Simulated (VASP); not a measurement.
# Nb in VASP: single point with PBE

Aim: the single point of Nb with PBE.

Everything below comes from runs of VASP 6.6.1. Logs are shortened: lines on timing, memory, paths and dates and some standing lists are left out, and cuts for length are marked.

## 1. The cell of the first run

The cell holds a slab with vacuum, 3 atoms: a = 2.868 Å, b = 2.868 Å, c = 19.683 Å, α = 90.00°, β = 90.00°, γ = 109.47°.

## 2. Single point, PBE

INCAR

```
SYSTEM = Nb
PREC = Accurate
ENCUT = 520
EDIFF = 1E-6
ISMEAR = 0
SIGMA = 0.1
LREAL = .FALSE.
LASPH = .TRUE.
NELM = 60
ALGO = Fast
ISIF = 2
LWAVE = .FALSE.
LCHARG = .FALSE.
LDIPOL = .TRUE.
IDIPOL = 3
DIPOL = 0.5 0.5 0.500
GGA = PE
NBANDS = 26
```

KPOINTS

```
Automatic mesh
0
G
  13 13 1
  0 0 0
```

POSCAR

```
Nb
1.0
    2.8675105717      0.0000000000      0.0000000000
   -0.9558368572      2.7035148938      0.0000000000
    0.0000000000      0.0000000000     19.6826251551
Nb
3
Direct
    0.5000000000      0.5000000000      0.3843989762
    0.0000000000      0.0000000000      0.4999999972
    0.5000000000      0.5000000000      0.6156010266
```

Potentials or basis: VASP PAW PBE potentials, release 64 (Nb_sv).

Launch:

```bash
$ cat potpaw_PBE.64/Nb_sv/POTCAR > POTCAR
$ mpirun -np 1 vasp_std > vasp.out
```

OUTCAR:

```text
SYSTEM = Nb
   PREC = Accurate
   ENCUT = 520
   EDIFF = 1E-6
   ISMEAR = 0
   LREAL = .FALSE.
   LASPH = .TRUE.
   NELM = 60
   ISIF = 2
   GGA = PE

 ion  position               nearest neighbor table
   1  0.500  0.500  0.384-   2 2.81   2 2.81
   2  0.000  0.000  0.500-   1 2.81   1 2.81   3 2.81   3 2.81
   3  0.500  0.500  0.616-   2 2.81   2 2.81

  LATTYP: Found a base centered orthorhombic cell.
 ALAT       =     3.3111160009
 B/A-ratio  =     1.4142135624
 C/A-ratio  =     5.9444082145

  Lattice vectors:

 A1 = (   2.8675105717,   0.0000000000,   0.0000000000)
 A2 = (  -0.9558368572,   2.7035148938,   0.0000000000)
 A3 = (   0.0000000000,   0.0000000000,  19.6826251551)

Analysis of symmetry for initial positions (statically):
=====================================================================
 Subroutine PRICEL returns:
 Original cell was already a primitive cell.

 Routine SETGRP: Setting up the symmetry group for a
 base centered orthorhombic supercell.

 Subroutine GETGRP returns: Found  8 space group operations
 (whereof  8 operations were pure point group operations)
 out of a pool of  8 trial point group operations.

The static configuration has the point symmetry D_2h.

Analysis of symmetry for dynamics (positions and initial velocities):
=====================================================================
 Subroutine PRICEL returns:
 Original cell was already a primitive cell.

 Routine SETGRP: Setting up the symmetry group for a
 base centered orthorhombic supercell.

 Subroutine GETGRP returns: Found  8 space group operations
 (whereof  8 operations were pure point group operations)
 out of a pool of  8 trial point group operations.

The dynamic configuration has the point symmetry D_2h.

 Subroutine INISYM returns: Found  8 space group operations
 (whereof  8 operations are pure point group operations),
 and found     1 'primitive' translations

----------------------------------------------------------------------------------------

                                     Primitive cell

  volume of cell :     152.5867

  direct lattice vectors                    reciprocal lattice vectors
     2.867510572  0.000000000  0.000000000     0.348734547  0.123296281  0.000000000
    -0.955836857  2.703514894  0.000000000     0.000000000  0.369888844  0.000000000
     0.000000000  0.000000000 19.682625155     0.000000000  0.000000000  0.050806231

  length of vectors
     2.867510572  2.867510572 19.682625155     0.369888844  0.369888844  0.050806231

  position of ions in fractional coordinates (direct lattice)
     0.500000000  0.500000000  0.384398976
     0.000000000  0.000000000  0.499999997
     0.500000000  0.500000000  0.615601027

  ion indices of the primitive-cell ions
   primitive index   ion index
                 1           1
                 2           2
                 3           3

----------------------------------------------------------------------------------------

 KPOINTS: Automatic mesh

Automatic generation of k-mesh.
 Grid dimensions read from file:
 generate k-points for:   13   13    1

 Generating k-lattice:

  Cartesian coordinates                     Fractional coordinates (reciprocal lattice)
     0.026825734  0.009484329  0.000000000     0.076923077 -0.000000000  0.000000000
     0.000000000  0.028452988  0.000000000     0.000000000  0.076923077  0.000000000
     0.000000000  0.000000000  0.050806231     0.000000000  0.000000000  1.000000000

  Length of vectors
     0.028452988  0.028452988  0.050806231

  Shift w.r.t. Gamma in fractional coordinates (k-lattice)
     0.000000000  0.000000000  0.000000000

 Subroutine IBZKPT returns following result:
 ===========================================

 Found     49 irreducible k-points:

 Following reciprocal coordinates:
            Coordinates               Weight
  0.000000  0.000000  0.000000      1.000000
  0.076923  0.000000  0.000000      4.000000
  0.153846 -0.000000  0.000000      4.000000
  0.230769  0.000000  0.000000      4.000000
  0.307692 -0.000000  0.000000      4.000000
  0.384615  0.000000  0.000000      4.000000
[... 16 lines left out ...]
  0.384615  0.153846  0.000000      4.000000
  0.461538  0.153846  0.000000      4.000000
 [... further k-points ...]
   k-points           NKPTS =     49   k-points in BZ     NKDIM =     49   number of bands    NBANDS=     26
   number of dos      NEDOS =    301   number of ions     NIONS =      3
   total plane-waves  NPLWV =  86400
   dimension x,y,z NGX =    24 NGY =   24 NGZ =  150
   dimension x,y,z NGXF=    48 NGYF=   48 NGZF=  300
   ions per type =               3
   NGX,Y,Z   is equivalent  to a cutoff of  13.91, 13.91, 12.67 a.u.
   NGXF,Y,Z  is equivalent  to a cutoff of  27.83, 27.83, 25.34 a.u.
 SYSTEM =  Nb
   PREC   = accura    normal or accurate (medium, high low for compatibility)
   ISTART =      0    job   : 0-new  1-cont  2-samecut
   ICHARG =      2    charge: 1-file 2-atom 10-const
   ISPIN  =      1    spin polarized calculation?
   LNONCOLLINEAR =      F non collinear calculations
   LSORBIT =      F    spin-orbit coupling
   LASPH  =      T    aspherical Exc in radial PAW
   ENCUT  =  520.0 eV  38.22 Ry    6.18 a.u.   5.33  5.33 36.60*2*pi/ulx,y,z
   NELM   =     60;   NELMIN=  2; NELMDL= -5     # of ELM steps
   EDIFF  = 0.1E-05   stopping-criterion for ELM
   LREAL  =      F    real-space projection
   EDIFFG = 0.1E-04   stopping-criterion for IOM
   NSW    =      0    number of steps for IOM
   IBRION =     -1    ionic relax: 0-MD 1-quasi-New 2-CG
   NFREE  =      0    steps in history (QN), initial steepest desc. (CG)
   ISIF   =      2    stress and relaxation
   ISYM   =      2    0-nonsym 1-usesym 2-fastsym
   POTIM  = 0.5000    time-step for ionic-motion
   TEBEG  =    0.0;   TEEND  =   0.0 temperature during run
   PSTRESS=    0.0 pullay stress
   NELECT =      39.0000    total number of electrons
   NUPDOWN=      -1.0000    fix difference up-down
   EMIN   =  10.00;   EMAX   =-10.00  energy-range for DOS
   EFERMI =   0.00;   METHOD = LEGACY
   ISMEAR =     0;   SIGMA  =   0.10  broadening in eV -4-tet -1-fermi 0-gaus
   EFERMI_NEDOS =   21; number of points for ismear=-14 and -15
   IALGO  =     68    algorithm
   IMIX   =      4    mixing-type and parameters
     AMIX     =   0.40;   BMIX     =  1.00
     AMIX_MAG =   1.60;   BMIX_MAG =  1.00
  volume/ion in A,a.u.               =      50.86       343.24
  Fermi-wavevector in a.u.,A,eV,Ry     =   1.038941  1.963313 14.686098  1.079398
  Thomas-Fermi vector in A             =   2.173448
   LORBIT       =      0    0 simple, 1 ext, 2 COOP (PROOUT), +10 PAW based schemes
   GGA     = PE    functional components
   LHFCALC =     F    Hartree Fock is set to
   AEXX    =    0.0000 exact exchange contribution
   IVDW    =     0    specifies the selected vdW correction
   LEPSILON=     F    determine dielectric tensor
   LRPA    =     F    only Hartree local field effects (RPA)
 non-spin polarized calculation
 RMM-DIIS sequential band-by-band and
 Gauss-broadening in eV      SIGMA  =   0.10
  energy-cutoff  :      520.00
  volume of cell :      152.59
 maximum number of plane-waves:      4142
 NGX is ok and might be reduce to    24
   NGX = 11   NGY = 11   NGZ = 73

 dipolmoment           0.000000      0.000000      0.000000 electrons x Angstroem

 number of electron      39.0000000 magnetization

 dipolmoment           0.000000      0.000000     -0.000000 electrons x Angstroem

 Free energy of the ion-electron system (eV)
  ---------------------------------------------------
  ext. energy  EPLUGINS =         0.00000000
  ---------------------------------------------------
  free energy    TOTEN  =       -28.61496378 eV

  energy without entropy =      -28.59133120  energy(sigma->0) =      -28.60314749

 E-fermi :   1.2384     XC(G=0):  -5.4983

 val. band max:        1.2231405247   @ k =   0.0769   0.0000   0.0000
 cond. band min:       1.2391304016   @ k =  -0.3077   0.3077   0.0000
 fundamental gap:      0.0159898769
 Fermi energy:         1.2384292539

 k-point     1 :       0.0000    0.0000    0.0000
  band No.  band energies     occupation
      1     -53.4504      2.00000
      2     -53.4144      2.00000
      3     -53.1292      2.00000
      4     -29.9710      2.00000
      5     -29.5657      2.00000
      6     -29.1175      2.00000
[... 18 lines left out ...]
     25       3.9370      0.00000
     26       4.0441      0.00000

 k-point     2 :       0.0769    0.0000    0.0000
  band No.  band energies     occupation
      1     -53.4419      2.00000
      2     -53.4077      2.00000
      3     -53.1243      2.00000
      4     -29.9541      2.00000
      5     -29.5713      2.00000
      6     -29.1394      2.00000
[... 18 lines left out ...]
     25       3.7878      0.00000
     26       3.9685      0.00000

 k-point     3 :       0.1538   -0.0000    0.0000
  band No.  band energies     occupation
      1     -53.4183      2.00000
      2     -53.3891      2.00000
      3     -53.1108      2.00000
      4     -29.9078      2.00000
      5     -29.5934      2.00000
      6     -29.2270      2.00000
[... 18 lines left out ...]
     25       3.8004      0.00000
     26       3.8703      0.00000

 k-point     4 :       0.2308    0.0000    0.0000
  band No.  band energies     occupation
      1     -53.3843      2.00000
      2     -53.3627      2.00000
      3     -53.0920      2.00000
      4     -29.8507      2.00000
      5     -29.6477      2.00000
      6     -29.4072      2.00000
[... 18 lines left out ...]
     25       3.9085      0.00000
     26       4.0155      0.00000
[... 496 lines left out ...]
      1     -53.3097      2.00000
      2     -53.3071      2.00000
      3     -53.0558      2.00000
      4     -29.8277      2.00000
      5     -29.7724      2.00000
      6     -29.6125      2.00000
[... 18 lines left out ...]
     25       4.2159      0.00000
     26       4.7933      0.00000

 k-point    23 :       0.3846    0.1538    0.0000
  band No.  band energies     occupation
      1     -53.2874      2.00000
      2     -53.2872      2.00000
      3     -53.0382      2.00000
      4     -29.9194      2.00000
      5     -29.8332      2.00000
      6     -29.7642      2.00000
[... 18 lines left out ...]
     25       4.3782      0.00000
     26       5.0398      0.00000

 k-point    24 :       0.4615    0.1538    0.0000
  band No.  band energies     occupation
      1     -53.2801      2.00000
      2     -53.2780      2.00000
      3     -53.0270      2.00000
      4     -29.9684      2.00000
      5     -29.8638      2.00000
      6     -29.8374      2.00000
[... 18 lines left out ...]
     25       4.3373      0.00000
     26       4.9713      0.00000

 [... further k-points ...]

------------------------ aborting loop because EDIFF is reached ----------------------------------------

 vacuum level on the upper side and lower side of the slab       (xc-potential included)        -0.233        -0.233

  FORCE on cell =-STRESS in cart. coord.  units (eV):
  Direction    XX          YY          ZZ          XY          YZ          ZX
  --------------------------------------------------------------------------------------
  -------------------------------------------------------------------------------------
  Total       -3.6520889     -3.3422202     -0.1368207      0.4382206      0.0000000      0.0000000
  in kB      -38.3473279    -35.0936726     -1.4366323      4.6013635      0.0000000      0.0000000
  external PRESSURE =     -24.9592109 kB  Pullay stress =       0.0000000 kB

 VOLUME and BASIS-vectors are now :
 -----------------------------------------------------------------------------
  energy-cutoff  :      520.00
  volume of cell :      152.59
      direct lattice vectors                 reciprocal lattice vectors
     2.867510572  0.000000000  0.000000000     0.348734547  0.123296281  0.000000000
    -0.955836857  2.703514894  0.000000000     0.000000000  0.369888844  0.000000000
     0.000000000  0.000000000 19.682625155     0.000000000  0.000000000  0.050806231

 POSITION                                       TOTAL-FORCE (eV/Angst)
 -----------------------------------------------------------------------------------
      0.95584      1.35176      7.56598        -0.000000     -0.000000      0.024409
      0.00000      0.00000      9.84131        -0.000000      0.000000     -0.000000
      0.95584      1.35176     12.11664         0.000000      0.000000     -0.024409
 -----------------------------------------------------------------------------------
    total drift:                                0.000000      0.000000      0.000003

  FREE ENERGIE OF THE ION-ELECTRON SYSTEM (eV)
  ---------------------------------------------------
  free  energy   TOTEN  =       -28.6149637799 eV

  energy  without entropy=      -28.5913311976  energy(sigma->0) =      -28.60314749

 vacuum level on the upper side and lower side of the slab         5.584         5.584
```

Wall time 7.9 min (1 thread of Intel Xeon Platinum 8375C at 2.90GHz (Ice Lake), shared host); peak memory 0.37 GiB.

What came out:

- Free energy: -28.6150 eV
- Largest force: 0.024 eV/Å

Forces in eV/Å, atoms in the order of the input:
```
Nb   0.000  0.000  0.024
Nb   0.000  0.000  0.000
Nb   0.000  0.000 -0.024
```
